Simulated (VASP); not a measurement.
MgO:

```
CELL_PARAMETERS angstrom
0.00000 2.22514 2.10217
2.22514 0.00000 2.10217
2.22514 2.22514 0.00000
ATOMIC_POSITIONS crystal
Mg 0.00000 0.00000 0.00000
O 0.50000 0.50000 0.50000
```

This cell differs from its parent crystal: biaxial xy strain +5.8%.

Base run:

- Program: VASP 6.6.1
- Functional: r2SCAN
- Potentials or basis: VASP PAW PBE potentials, release 64 (Mg, O)
- Cutoff: 520 eV
- k mesh: 10 × 10 × 10
- Occupations: gaussian, width 0.01 eV
- Spin: no spin polarisation

Its results: band gap on the k mesh 4.52 eV, direct; pressure -15.2 GPa.

Task: The run is repeated on the same cell with these changes: functional from r2SCAN to PBE; occupations from gaussian, width 0.01 eV to fermi-dirac, width 0.02 eV. What comes out?

Result: Band gap on the k mesh 3.69 eV, direct; pressure -9.9 GPa.

Caveats: the PAW data sets were made with another functional, which shifts forces and pressure a little (some runs).

